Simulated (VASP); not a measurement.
# HRh8 in VASP: a series of runs

HRh8 is run at these levels: PBE+D3(BJ); tasks: single point.

Program: VASP 6.6.1. These are calculated values, not measurements. Logs are shortened: lines on timing, memory, paths and dates and some standing lists are left out, and cuts for length are marked.

### 1 The cell of the first run

The cell holds a slab with vacuum, 9 atoms: a = 5.365 Å, b = 3.794 Å, c = 21.240 Å, α = 90.00°, β = 90.00°, γ = 90.00°.

### 2 Single point, PBE+D3(BJ)

Input file INCAR:

```
  PREC = Accurate
  ENCUT = 520
  EDIFF = 1E-7
  ISMEAR = 0
  SIGMA = 0.1
  LREAL = F
  LASPH = T
  NELM = 80
  ALGO = Normal
  ISIF = 2
  LWAVE = F
  LCHARG = F
  LDIPOL = T
  IDIPOL = 3
  DIPOL = 0.5 0.5 0.310
  GGA = PE
  IVDW = 12
  NBANDS = 70
```

Input file KPOINTS:

```
Automatic mesh
0
Gamma
  5 7 1
```

Input file POSCAR:

```
HRh8
1.0
    5.3650160441      0.0000000000      0.0000000000
    0.0000000000      3.7936392259      0.0000000000
    0.0000000000      0.0000000000     21.2400770646
Rh H
8 1
Direct
    0.2500000000      0.5000000000      0.1883232338
    0.7500000000      0.5000000000      0.1883232338
    0.0000000000      0.0000000000      0.2514705570
    0.5000000000      0.0000000000      0.2514705570
    0.2500000000      0.5000000000      0.3153506346
    0.7500000000      0.5000000000      0.3153506346
    0.0000000000      0.0000000000      0.3738252475
    0.5000000000      0.0000000000      0.3738252475
    0.0833333333      0.5000000000      0.5291919154
```

Potentials or basis: VASP PAW PBE potentials, release 64 (Rh_pv, H).

Run with:

```console
$ cat potpaw_PBE.64/Rh_pv/POTCAR potpaw_PBE.64/H/POTCAR > POTCAR
$ mpirun -np 1 vasp_std > vasp.out
```

OUTCAR:

```text
PREC = Accurate
   ENCUT = 520
   EDIFF = 1E-7
   ISMEAR = 0
   LREAL = F
   LASPH = T
   NELM = 80
   ISIF = 2
   GGA = PE
   IVDW = 12
 IVDW          = 12

 ion  position               nearest neighbor table
   1  0.250  0.500  0.188-   2 2.68   2 2.68   4 2.68   3 2.68   4 2.68   3 2.68   5 2.70
   2  0.750  0.500  0.188-   1 2.68   1 2.68   4 2.68   3 2.68   4 2.68   3 2.68   6 2.70
   3  0.000  0.000  0.251-   7 2.60   4 2.68   4 2.68   2 2.68   1 2.68   2 2.68   1 2.68   5 2.69
                             5 2.69   6 2.69   6 2.69
   4  0.500  0.000  0.251-   8 2.60   3 2.68   3 2.68   2 2.68   1 2.68   2 2.68   1 2.68   5 2.69
                             5 2.69   6 2.69   6 2.69
   5  0.250  0.500  0.315-   7 2.63   8 2.63   7 2.63   8 2.63   6 2.68   6 2.68   4 2.69   4 2.69
                             3 2.69   3 2.69   1 2.70
   6  0.750  0.500  0.315-   7 2.63   8 2.63   7 2.63   8 2.63   5 2.68   5 2.68   4 2.69   4 2.69
                             3 2.69   3 2.69   2 2.70
   7  0.000  0.000  0.374-   3 2.60   5 2.63   6 2.63   5 2.63   6 2.63   8 2.68   8 2.68
   8  0.500  0.000  0.374-   4 2.60   5 2.63   6 2.63   5 2.63   6 2.63   7 2.68   7 2.68
   9  0.083  0.500  0.529-

  LATTYP: Found a simple orthorhombic cell.
 ALAT       =     3.7936392259
 B/A-ratio  =     1.4142135624
 C/A-ratio  =     5.5988658383

  Lattice vectors:

 A1 = (   0.0000000000,  -3.7936392259,   0.0000000000)
 A2 = (   5.3650160441,   0.0000000000,   0.0000000000)
 A3 = (   0.0000000000,   0.0000000000,  21.2400770646)

Analysis of symmetry for initial positions (statically):
=====================================================================
 Subroutine PRICEL returns:
 Original cell was already a primitive cell.

 Routine SETGRP: Setting up the symmetry group for a
 simple orthorhombic supercell.

 Subroutine GETGRP returns: Found  2 space group operations
 (whereof  2 operations were pure point group operations)
 out of a pool of  8 trial point group operations.

The static configuration has the point symmetry C_1h.

Analysis of symmetry for dynamics (positions and initial velocities):
=====================================================================
 Subroutine PRICEL returns:
 Original cell was already a primitive cell.

 Routine SETGRP: Setting up the symmetry group for a
 simple orthorhombic supercell.

 Subroutine GETGRP returns: Found  2 space group operations
 (whereof  2 operations were pure point group operations)
 out of a pool of  8 trial point group operations.

The dynamic configuration has the point symmetry C_1h.

 Subroutine INISYM returns: Found  2 space group operations
 (whereof  2 operations are pure point group operations),
 and found     1 'primitive' translations

----------------------------------------------------------------------------------------

                                     Primitive cell

  volume of cell :     432.2979

  direct lattice vectors                    reciprocal lattice vectors
     5.365016044  0.000000000  0.000000000     0.186392732  0.000000000  0.000000000
     0.000000000  3.793639226  0.000000000     0.000000000  0.263599130  0.000000000
     0.000000000  0.000000000 21.240077065     0.000000000  0.000000000  0.047080808

  length of vectors
     5.365016044  3.793639226 21.240077065     0.186392732  0.263599130  0.047080808

  position of ions in fractional coordinates (direct lattice)
     0.250000000  0.500000000  0.188323234
     0.750000000  0.500000000  0.188323234
     0.000000000  0.000000000  0.251470557
     0.500000000  0.000000000  0.251470557
     0.250000000  0.500000000  0.315350635
     0.750000000  0.500000000  0.315350635
     0.000000000  0.000000000  0.373825248
     0.500000000  0.000000000  0.373825248
     0.083333333  0.500000000  0.529191915

  ion indices of the primitive-cell ions
   primitive index   ion index
                 1           1
                 2           2
                 3           3
                 4           4
                 5           5
                 6           6
                 7           7
                 8           8
                 9           9

----------------------------------------------------------------------------------------

 KPOINTS: Automatic mesh

Automatic generation of k-mesh.
 Grid dimensions read from file:
 generate k-points for:    5    7    1

 Generating k-lattice:

  Cartesian coordinates                     Fractional coordinates (reciprocal lattice)
     0.037278546  0.000000000  0.000000000     0.200000000  0.000000000  0.000000000
     0.000000000  0.037657019  0.000000000     0.000000000  0.142857143  0.000000000
     0.000000000  0.000000000  0.047080808     0.000000000  0.000000000  1.000000000

  Length of vectors
     0.037278546  0.037657019  0.047080808

  Shift w.r.t. Gamma in fractional coordinates (k-lattice)
     0.000000000  0.000000000  0.000000000

 Subroutine IBZKPT returns following result:
 ===========================================

 Found     12 irreducible k-points:

 Following reciprocal coordinates:
            Coordinates               Weight
  0.000000  0.000000  0.000000      1.000000
  0.200000  0.000000  0.000000      2.000000
  0.400000  0.000000  0.000000      2.000000
  0.000000  0.142857  0.000000      2.000000
  0.200000  0.142857  0.000000      4.000000
  0.400000  0.142857  0.000000      4.000000
  0.000000  0.285714  0.000000      2.000000
  0.200000  0.285714  0.000000      4.000000
  0.400000  0.285714  0.000000      4.000000
  0.000000  0.428571  0.000000      2.000000
  0.200000  0.428571  0.000000      4.000000
  0.400000  0.428571  0.000000      4.000000
   k-points           NKPTS =     12   k-points in BZ     NKDIM =     12   number of bands    NBANDS=     70
   number of dos      NEDOS =    301   number of ions     NIONS =      9
   total plane-waves  NPLWV = 179200
   dimension x,y,z NGX =    40 NGY =   28 NGZ =  160
   dimension x,y,z NGXF=    80 NGYF=   56 NGZF=  320
   ions per type =               8   1
   NGX,Y,Z   is equivalent  to a cutoff of  12.39, 12.27, 12.52 a.u.
   NGXF,Y,Z  is equivalent  to a cutoff of  24.79, 24.54, 25.05 a.u.
 SYSTEM =  unknown system
   PREC   = accura    normal or accurate (medium, high low for compatibility)
   ISTART =      0    job   : 0-new  1-cont  2-samecut
   ICHARG =      2    charge: 1-file 2-atom 10-const
   ISPIN  =      1    spin polarized calculation?
   LNONCOLLINEAR =      F non collinear calculations
   LSORBIT =      F    spin-orbit coupling
   LASPH  =      T    aspherical Exc in radial PAW
   ENCUT  =  520.0 eV  38.22 Ry    6.18 a.u.   9.98  7.05 39.49*2*pi/ulx,y,z
   NELM   =     80;   NELMIN=  2; NELMDL= -5     # of ELM steps
   EDIFF  = 0.1E-06   stopping-criterion for ELM
   LREAL  =      F    real-space projection
   EDIFFG = 0.1E-05   stopping-criterion for IOM
   NSW    =      0    number of steps for IOM
   IBRION =     -1    ionic relax: 0-MD 1-quasi-New 2-CG
   NFREE  =      0    steps in history (QN), initial steepest desc. (CG)
   ISIF   =      2    stress and relaxation
   ISYM   =      2    0-nonsym 1-usesym 2-fastsym
   POTIM  = 0.5000    time-step for ionic-motion
   TEBEG  =    0.0;   TEEND  =   0.0 temperature during run
   PSTRESS=    0.0 pullay stress
   NELECT =     121.0000    total number of electrons
   NUPDOWN=      -1.0000    fix difference up-down
   EMIN   =  10.00;   EMAX   =-10.00  energy-range for DOS
   EFERMI =   0.00;   METHOD = LEGACY
   ISMEAR =     0;   SIGMA  =   0.10  broadening in eV -4-tet -1-fermi 0-gaus
   EFERMI_NEDOS =   21; number of points for ismear=-14 and -15
   IALGO  =     38    algorithm
   IMIX   =      4    mixing-type and parameters
     AMIX     =   0.40;   BMIX     =  1.00
     AMIX_MAG =   1.60;   BMIX_MAG =  1.00
  volume/ion in A,a.u.               =      48.03       324.14
  Fermi-wavevector in a.u.,A,eV,Ry     =   1.070884  2.023676 15.603046  1.146792
  Thomas-Fermi vector in A             =   2.206607
   LORBIT       =      0    0 simple, 1 ext, 2 COOP (PROOUT), +10 PAW based schemes
   GGA     = PE    functional components
   LHFCALC =     F    Hartree Fock is set to
   AEXX    =    0.0000 exact exchange contribution
   IVDW    =    12    specifies the selected vdW correction
   LEPSILON=     F    determine dielectric tensor
   LRPA    =     F    only Hartree local field effects (RPA)
 non-spin polarized calculation
 Gauss-broadening in eV      SIGMA  =   0.10
  energy-cutoff  :      520.00
  volume of cell :      432.30
 maximum number of plane-waves:     11681
 NGX is ok and might be reduce to    40
   NGX = 19   NGY = 15   NGZ = 79

 dipolmoment           0.000000      0.000000     -0.176005 electrons x Angstroem

 number of electron     121.0000043 magnetization

 dipolmoment           0.000000      0.000000      0.196561 electrons x Angstroem

 Free energy of the ion-electron system (eV)
  ---------------------------------------------------
  ext. energy  EPLUGINS =         0.00000000
  ---------------------------------------------------
  free energy    TOTEN  =       -52.14554913 eV

  energy without entropy =      -52.02795363  energy(sigma->0) =      -52.08675138

 E-fermi :  -0.9687     XC(G=0):  -4.8887

 val. band max:       -0.9715424598   @ k =   0.4000   0.1429   0.0000
 cond. band min:      -0.9629508894   @ k =   0.0000   0.0000   0.0000
 fundamental gap:      0.0085915704
 Fermi energy:        -0.9686508926

 k-point     1 :       0.0000    0.0000    0.0000
  band No.  band energies     occupation
      1     -47.9399      2.00000
      2     -47.8860      2.00000
      3     -47.8846      2.00000
      4     -47.6588      2.00000
      5     -47.6438      2.00000
      6     -47.5795      2.00000
[... 62 lines left out ...]
     69       2.3008      0.00000
     70       2.3645      0.00000
[... 801 lines left out ...]
     69       1.5374      0.00000
     70       1.6500      0.00000

------------------------ aborting loop because EDIFF is reached ----------------------------------------

 vacuum level on the upper side and lower side of the slab       (xc-potential included)         0.751        -0.946

 Edisp (eV)   -3.09459

 E8    (eV) :    -1.4552

  FORCE on cell =-STRESS in cart. coord.  units (eV):
  Direction    XX          YY          ZZ          XY          YZ          ZX
  --------------------------------------------------------------------------------------
  -------------------------------------------------------------------------------------
  Total      -8.81781    -6.81116    -3.62099     0.00000     0.00000    -0.07394
  in kB     -32.68045   -25.24343   -13.42007     0.00000     0.00000    -0.27405
  external pressure =      -23.78 kB  Pullay stress =        0.00 kB

 VOLUME and BASIS-vectors are now :
 -----------------------------------------------------------------------------
  energy-cutoff  :      520.00
  volume of cell :      432.30
      direct lattice vectors                 reciprocal lattice vectors
     5.365016044  0.000000000  0.000000000     0.186392732  0.000000000  0.000000000
     0.000000000  3.793639226  0.000000000     0.000000000  0.263599130  0.000000000
     0.000000000  0.000000000 21.240077065     0.000000000  0.000000000  0.047080808

 POSITION                                       TOTAL-FORCE (eV/Angst)
 -----------------------------------------------------------------------------------
      1.34125      1.89682      4.00000        -0.007447      0.000000      0.626323
      4.02376      1.89682      4.00000         0.003393      0.000000      0.625794
      0.00000      0.00000      5.34125        -0.002533      0.000000     -0.558018
      2.68251      0.00000      5.34125         0.006232      0.000000     -0.519750
      1.34125      1.89682      6.69807         0.020045      0.000000     -0.083725
      4.02376      1.89682      6.69807        -0.019410      0.000000     -0.068017
      0.00000      0.00000      7.94008         0.052089      0.000000      0.416590
      2.68251      0.00000      7.94008        -0.028173      0.000000      0.045271
      0.44708      1.89682     11.24008        -0.024196      0.000000     -0.484469
 -----------------------------------------------------------------------------------
    total drift:                               -0.000041      0.000000      0.000514

  FREE ENERGIE OF THE ION-ELECTRON SYSTEM (eV)
  ---------------------------------------------------
  free  energy   TOTEN  =       -55.2401342925 eV

  energy  without entropy=      -55.1225387879  energy(sigma->0) =      -55.18133654

 vacuum level on the upper side and lower side of the slab         5.342         3.600
```

Run time: 19 min. Hardware: 1 thread of Oxide Virtual Turin-like, shared host; peak memory 0.53 GiB.

What came out:

- Free energy: -55.2401 eV
- Largest force: 0.626 eV/Å
- Dispersion energy per atom: -0.344 eV

Forces in eV/Å, atoms in the order of the input:
```
Rh  -0.007  0.000  0.626
Rh   0.003  0.000  0.626
Rh  -0.003  0.000 -0.558
Rh   0.006  0.000 -0.520
Rh   0.020  0.000 -0.084
Rh  -0.019  0.000 -0.068
Rh   0.052  0.000  0.417
Rh  -0.028  0.000  0.045
H   -0.024  0.000 -0.484
```

### 3 Single point, PBE+D3(BJ)

Input file INCAR:

```
SYSTEM = HRh8
ALGO = Normal ; DIPOL = 0.5 0.5 0.310
EDIFF = 1E-7 ; ENCUT = 520
GGA = PE ; IDIPOL = 3
ISIF = 2 ; ISMEAR = 0
IVDW = 12 ; LASPH = .TRUE.
LCHARG = .FALSE. ; LDIPOL = .TRUE.
LREAL = .FALSE. ; LWAVE = .FALSE.
NBANDS = 70 ; NELM = 60
PREC = Accurate ; SIGMA = 0.1
```

Input file KPOINTS:

```
k-points
0
G
  5 7 1
  0 0 0
```

POSCAR, as its differences from that of step 2:

```diff
@@ -16,2 +16,2 @@
     0.5000000000      0.0000000000      0.3738252475
-    0.0833333333      0.5000000000      0.5291919154
+    0.2500000000      0.2500000000      0.5291919154
```

Potentials or basis: VASP PAW PBE potentials, release 64 (Rh_pv, H).

Run with:

```console
$ cat potpaw_PBE.64/Rh_pv/POTCAR potpaw_PBE.64/H/POTCAR > POTCAR
$ mpirun -np 1 vasp_std > vasp.out
```

It took 23 min on 1 thread of Oxide Virtual Turin-like, shared host; peak memory 0.53 GiB.

The run converged. Its results:

```yaml
Free_energy: -55.2950 eV
Largest_force: 0.627 eV/Å
Dispersion_energy_per_atom: -0.344 eV
```

Forces in eV/Å, atoms in the order of the input:
```
Rh   0.000  0.000  0.615
Rh   0.000  0.017  0.627
Rh  -0.008 -0.006 -0.527
Rh   0.008 -0.006 -0.527
Rh   0.000 -0.003 -0.115
Rh   0.000  0.020 -0.089
Rh   0.143  0.048  0.307
Rh  -0.143  0.048  0.307
H    0.000 -0.118 -0.599
```

Levels at points of the mesh, in eV from the Fermi level:
```tsv
k point	band 56	band 57	band 58	band 59	band 60	band 61	band 62	band 63
(0.00, 0.00, 0.00)	-0.35	-0.08	-0.04	0.00	0.07	0.17	0.30	0.33
```
